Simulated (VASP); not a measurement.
A run of VASP 6.6.1 is set up as follows.

File INCAR:

```
PREC = Accurate ; ENCUT = 520
EDIFF = 1E-7 ; ISMEAR = -1
SIGMA = 0.1 ; LREAL = F
LASPH = T ; NELM = 60
ALGO = Normal ; ISIF = 2
LWAVE = F ; LCHARG = F
GGA = RP ; NBANDS = 21
```

File KPOINTS:

```
Automatic mesh
0
Gamma
  11 11 11
```

The input POSCAR:

```
Mo
1.0
    0.0000000000      2.7859429362      2.7859429362
    2.7859429362      0.0000000000      2.7859429362
    2.7859429362      2.7859429362      0.0000000000
Mo
2
Direct
    0.1250000000      0.1250000000      0.1250000000
    0.8750000000      0.8750000000      0.8750000000
```

Potentials or basis: VASP PAW PBE potentials, release 64 (Mo_sv).

The run is started by

```bash
$ cat potpaw_PBE.64/Mo_sv/POTCAR > POTCAR
$ mpirun -np 1 vasp_std > vasp.out
```

Q: Estimate the pressure.

A: 10.4 GPa.

Q: What does it give for the band gap on the k mesh?

A: Zero (bands 14 and 15 overlap by 0.44 eV).

Caveat: the cell stands under pressure; the PAW data sets were made with another functional, which shifts forces and pressure a little.
